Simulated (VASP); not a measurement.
# Bi (P6_3/mmc) in VASP: further runs, part 2 of 2

VASP 6.6.1. Earlier steps stand in the parts before.

### 3 Single point, PBEsol (volume scaled by 0.92)

File INCAR:

```
SYSTEM = Bi
  ALGO = Normal
  EDIFF = 1E-7
  ENCUT = 520
  GGA = PS
  ISIF = 2
  ISMEAR = -1
  LASPH = .TRUE.
  LCHARG = .FALSE.
  LREAL = .FALSE.
  LWAVE = .FALSE.
  NBANDS = 38
  NELM = 100
  PREC = Accurate
  SIGMA = 0.1
```

File KPOINTS:

```
k-points
0
G
  12 12 3
  0 0 0
```

File POSCAR:

```
Bi
1.0
    3.3741917900      0.0000000000      0.0000000000
   -1.6870958950      2.9221358073      0.0000000000
    0.0000000000      0.0000000000     11.2512291827
Bi
4
Direct
    0.0000000000      1.0000000000      0.0000000000
    0.0000000000      1.0000000000      0.5000000000
    0.3333333333      0.6666666667      0.2500000000
    0.6666666667      0.3333333333      0.7500000000
```

Potentials or basis: VASP PAW PBE potentials, release 64 (Bi_d).

Started as:

```
$ cat potpaw_PBE.64/Bi_d/POTCAR > POTCAR
$ mpirun -np 1 vasp_std > vasp.out
```

OUTCAR:

```text
SYSTEM = Bi
   EDIFF = 1E-7
   ENCUT = 520
   GGA = PS
   ISIF = 2
   ISMEAR = -1
   LASPH = .TRUE.
   LREAL = .FALSE.
   NELM = 100
   PREC = Accurate

 ion  position               nearest neighbor table
   1  0.000  0.000  0.000-   3 3.42   4 3.42   3 3.42   4 3.42   4 3.42   3 3.42
   2  0.000  0.000  0.500-   3 3.42   4 3.42   3 3.42   4 3.42   4 3.42   3 3.42
   3  0.333  0.667  0.250-   1 3.42   2 3.42   1 3.42   2 3.42   1 3.42   2 3.42
   4  0.667  0.333  0.750-   1 3.42   2 3.42   1 3.42   2 3.42   1 3.42   2 3.42

  LATTYP: Found a hexagonal cell.
 ALAT       =     3.3741917900
 C/A-ratio  =     3.3344960461

  Lattice vectors:

 A1 = (   3.3741917900,   0.0000000000,   0.0000000000)
 A2 = (  -1.6870958950,   2.9221358073,   0.0000000000)
 A3 = (   0.0000000000,   0.0000000000,  11.2512291827)

Analysis of symmetry for initial positions (statically):
=====================================================================
 Subroutine PRICEL returns:
 Original cell was already a primitive cell.

 Routine SETGRP: Setting up the symmetry group for a
 hexagonal supercell.

 Subroutine GETGRP returns: Found 24 space group operations
 (whereof 12 operations were pure point group operations)
 out of a pool of 24 trial point group operations.

The static configuration has the point symmetry D_3d.
 The point group associated with its full space group is D_6h.

Analysis of symmetry for dynamics (positions and initial velocities):
=====================================================================
 Subroutine PRICEL returns:
 Original cell was already a primitive cell.

 Routine SETGRP: Setting up the symmetry group for a
 hexagonal supercell.

 Subroutine GETGRP returns: Found 24 space group operations
 (whereof 12 operations were pure point group operations)
 out of a pool of 24 trial point group operations.

The dynamic configuration has the point symmetry D_3d.
 The point group associated with its full space group is D_6h.

 Subroutine INISYM returns: Found 24 space group operations
 (whereof 12 operations are pure point group operations),
 and found     1 'primitive' translations

----------------------------------------------------------------------------------------

                                     Primitive cell

  volume of cell :     110.9354

  direct lattice vectors                    reciprocal lattice vectors
     3.374191790  0.000000000  0.000000000     0.296367267  0.171107722  0.000000000
    -1.687095895  2.922135807  0.000000000     0.000000000  0.342215443  0.000000000
     0.000000000  0.000000000 11.251229183     0.000000000  0.000000000  0.088879178

  length of vectors
     3.374191790  3.374191790 11.251229183     0.342215443  0.342215443  0.088879178

  position of ions in fractional coordinates (direct lattice)
     0.000000000  0.000000000  0.000000000
     0.000000000  0.000000000  0.500000000
     0.333333333  0.666666667  0.250000000
     0.666666667  0.333333333  0.750000000

  ion indices of the primitive-cell ions
   primitive index   ion index
                 1           1
                 2           2
                 3           3
                 4           4

----------------------------------------------------------------------------------------

 KPOINTS: k-points

Automatic generation of k-mesh.
 Grid dimensions read from file:
 generate k-points for:   12   12    3

 Generating k-lattice:

  Cartesian coordinates                     Fractional coordinates (reciprocal lattice)
     0.024697272  0.014258977  0.000000000     0.083333333  0.000000000  0.000000000
     0.000000000  0.028517954  0.000000000     0.000000000  0.083333333  0.000000000
     0.000000000  0.000000000  0.029626393     0.000000000  0.000000000  0.333333333

  Length of vectors
     0.028517954  0.028517954  0.029626393

  Shift w.r.t. Gamma in fractional coordinates (k-lattice)
     0.000000000  0.000000000  0.000000000

 Subroutine IBZKPT returns following result:
 ===========================================

 Found     38 irreducible k-points:

 Following reciprocal coordinates:
            Coordinates               Weight
  0.000000  0.000000  0.000000      1.000000
  0.083333  0.000000  0.000000      6.000000
  0.166667  0.000000  0.000000      6.000000
  0.250000  0.000000  0.000000      6.000000
  0.333333  0.000000  0.000000      6.000000
  0.416667 -0.000000  0.000000      6.000000
[... 16 lines left out ...]
  0.250000  0.000000  0.333333     12.000000
  0.333333  0.000000  0.333333     12.000000
 [... further k-points ...]
   k-points           NKPTS =     38   k-points in BZ     NKDIM =     38   number of bands    NBANDS=     38
   number of dos      NEDOS =    301   number of ions     NIONS =      4
   total plane-waves  NPLWV =  65856
   dimension x,y,z NGX =    28 NGY =   28 NGZ =   84
   dimension x,y,z NGXF=    56 NGYF=   56 NGZF=  168
   ions per type =               4
   NGX,Y,Z   is equivalent  to a cutoff of  13.80, 13.80, 12.41 a.u.
   NGXF,Y,Z  is equivalent  to a cutoff of  27.59, 27.59, 24.82 a.u.
 SYSTEM =  Bi
   PREC   = accura    normal or accurate (medium, high low for compatibility)
   ISTART =      0    job   : 0-new  1-cont  2-samecut
   ICHARG =      2    charge: 1-file 2-atom 10-const
   ISPIN  =      1    spin polarized calculation?
   LNONCOLLINEAR =      F non collinear calculations
   LSORBIT =      F    spin-orbit coupling
   LASPH  =      T    aspherical Exc in radial PAW
   ENCUT  =  520.0 eV  38.22 Ry    6.18 a.u.   6.27  6.27 20.92*2*pi/ulx,y,z
   NELM   =    100;   NELMIN=  2; NELMDL= -5     # of ELM steps
   EDIFF  = 0.1E-06   stopping-criterion for ELM
   LREAL  =      F    real-space projection
   EDIFFG = 0.1E-05   stopping-criterion for IOM
   NSW    =      0    number of steps for IOM
   IBRION =     -1    ionic relax: 0-MD 1-quasi-New 2-CG
   NFREE  =      0    steps in history (QN), initial steepest desc. (CG)
   ISIF   =      2    stress and relaxation
   ISYM   =      2    0-nonsym 1-usesym 2-fastsym
   POTIM  = 0.5000    time-step for ionic-motion
   TEBEG  =    0.0;   TEEND  =   0.0 temperature during run
   PSTRESS=    0.0 pullay stress
   NELECT =      60.0000    total number of electrons
   NUPDOWN=      -1.0000    fix difference up-down
   EMIN   =  10.00;   EMAX   =-10.00  energy-range for DOS
   EFERMI =   0.00;   METHOD = LEGACY
   ISMEAR =    -1;   SIGMA  =   0.10  broadening in eV -4-tet -1-fermi 0-gaus
   EFERMI_NEDOS =   21; number of points for ismear=-14 and -15
   IALGO  =     38    algorithm
   IMIX   =      4    mixing-type and parameters
     AMIX     =   0.40;   BMIX     =  1.00
     AMIX_MAG =   1.60;   BMIX_MAG =  1.00
  volume/ion in A,a.u.               =      27.73       187.16
  Fermi-wavevector in a.u.,A,eV,Ry     =   1.333834  2.520581 24.206314  1.779114
  Thomas-Fermi vector in A             =   2.462662
   LORBIT       =      0    0 simple, 1 ext, 2 COOP (PROOUT), +10 PAW based schemes
   GGA     = PS    functional components
   LHFCALC =     F    Hartree Fock is set to
   AEXX    =    0.0000 exact exchange contribution
   IVDW    =     0    specifies the selected vdW correction
   LEPSILON=     F    determine dielectric tensor
   LRPA    =     F    only Hartree local field effects (RPA)
 non-spin polarized calculation
  energy-cutoff  :      520.00
  volume of cell :      110.94
 maximum number of plane-waves:      3017
 NGX is ok and might be reduce to    28
   NGX = 13   NGY = 13   NGZ = 41

 number of electron      60.0000016 magnetization

 Free energy of the ion-electron system (eV)
  ---------------------------------------------------
  ext. energy  EPLUGINS =         0.00000000
  ---------------------------------------------------
  free energy    TOTEN  =       -16.66845214 eV

  energy without entropy =      -16.59609943  energy(sigma->0) =      -16.63227578

 E-fermi :   9.3303     XC(G=0): -11.0014

 val. band max:        9.3017476567   @ k =   0.4167  -0.0000   0.0000
 cond. band min:       9.3482853538   @ k =   0.4167   0.0833   0.3333
 fundamental gap:      0.0465376972
 Fermi energy:         9.3302697354

 k-point     1 :       0.0000    0.0000    0.0000
  band No.  band energies     occupation
      1     -13.7729      2.00000
      2     -13.7676      2.00000
      3     -13.7676      2.00000
      4     -13.7676      2.00000
      5     -13.7641      2.00000
      6     -13.7641      2.00000
[... 30 lines left out ...]
     37      17.2606      0.00000
     38      17.4606      0.00000
[... 941 lines left out ...]
     37      14.8715      0.00000
     38      14.9312      0.00000

 [... further k-points ...]
[... 5 lines left out ...]
  --------------------------------------------------------------------------------------
  -------------------------------------------------------------------------------------
  Total        3.9936141      3.9936141      4.0176047      0.0000000      0.0000000      0.0000000
  in kB       57.6775158     57.6775158     58.0239990      0.0000000      0.0000000      0.0000000
  external PRESSURE =      57.7930102 kB  Pullay stress =       0.0000000 kB

 VOLUME and BASIS-vectors are now :
 -----------------------------------------------------------------------------
  energy-cutoff  :      520.00
  volume of cell :      110.94
      direct lattice vectors                 reciprocal lattice vectors
     3.374191790  0.000000000  0.000000000     0.296367267  0.171107722  0.000000000
    -1.687095895  2.922135807  0.000000000     0.000000000  0.342215443  0.000000000
     0.000000000  0.000000000 11.251229183     0.000000000  0.000000000  0.088879178

 POSITION                                       TOTAL-FORCE (eV/Angst)
 -----------------------------------------------------------------------------------
      0.00000      0.00000      0.00000         0.000000      0.000000     -0.000000
      0.00000      0.00000      5.62561         0.000000      0.000000     -0.000000
     -0.00000      1.94809      2.81281         0.000000      0.000000      0.000000
      1.68710      0.97405      8.43842        -0.000000     -0.000000      0.000000
 -----------------------------------------------------------------------------------
    total drift:                                0.000000     -0.000000      0.000000

  FREE ENERGIE OF THE ION-ELECTRON SYSTEM (eV)
  ---------------------------------------------------
  free  energy   TOTEN  =       -16.6684521351 eV

  energy  without entropy=      -16.5960994343  energy(sigma->0) =      -16.63227578
```

It took 3.9 min on 1 thread of Intel Xeon 6975P-C, shared host; peak memory 0.3 GiB.

What came out:

```yaml
Free_energy: -16.6685 eV
Pressure: 5.8 GPa
Band_gap_on_the_k_mesh: zero (band 30 reaches 14.25 eV, above the bottom of band 31 at 7.10 eV)
```

Caveat: the PAW data sets were made with another functional, which shifts forces and pressure a little; spin-orbit coupling is left out, which moves the levels of the heavy elements.
